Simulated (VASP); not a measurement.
Set up this calculation in VASP 6.6.1, as the native input.

```yaml
Task: single point
Functional: PBE
Potentials_or_basis: VASP PAW PBE potentials, release 64 (Cu)
Cutoff: 520 eV
k_mesh: 13 × 13 × 1
Occupations: methfessel-paxton, width 0.1 eV
Spin: no spin polarisation
Dipole_correction: yes
Further_INCAR_settings: ALGO = Normal; EDIFF = 1e-06; NBANDS = 60
```

The structure of Cu lies in POSCAR:

```
Cu
1.0
    2.5659781470      0.0000000000      0.0000000000
    0.0000000000      2.5659781470      0.0000000000
    0.0000000000      0.0000000000     30.5153643840
Cu
9
Direct
    0.0000000000      0.0000000000      0.2638426828
    0.5000000000      0.5000000000      0.3212954674
    0.0000000000      0.0000000000      0.3810342188
    0.5000000000      0.5000000000      0.4405051236
    0.0000000000      0.0000000000      0.5000001801
    0.5000000000      0.5000000000      0.5594951817
    0.0000000000      0.0000000000      0.6189659248
    0.5000000000      0.5000000000      0.6787044010
    0.0000000000      0.0000000000      0.7361568199
```

These files were run (other wordings do the same):

INCAR

```
SYSTEM = Cu
PREC = Accurate ; ENCUT = 520
EDIFF = 1E-6 ; ISMEAR = 1
SIGMA = 0.1 ; LREAL = .FALSE.
LASPH = .TRUE. ; NELM = 80
ALGO = Normal ; ISIF = 2
LWAVE = .FALSE. ; LCHARG = .TRUE.
LDIPOL = .TRUE. ; IDIPOL = 3
DIPOL = 0.5 0.5 0.500 ; GGA = PE
LELF = .TRUE. ; LVHAR = .TRUE.
LVACPOTAV = .TRUE. ; NBANDS = 60
```

KPOINTS

```
regular mesh
0
G
  13 13 1
  0 0 0
```

Potentials or basis: VASP PAW PBE potentials, release 64 (Cu).

Run with:

```console
$ cat potpaw_PBE.64/Cu/POTCAR > POTCAR
$ mpirun -np 1 vasp_std > vasp.out
```

Results of the run:

```
Largest force          : 0.043 eV/Å
Band gap on the k mesh : zero (an odd number of electrons rules out a gap without spin polarisation)
```

Run time: 12 min on 1 thread of Intel Xeon 8259CL (shared host), peak memory 0.43 GiB.
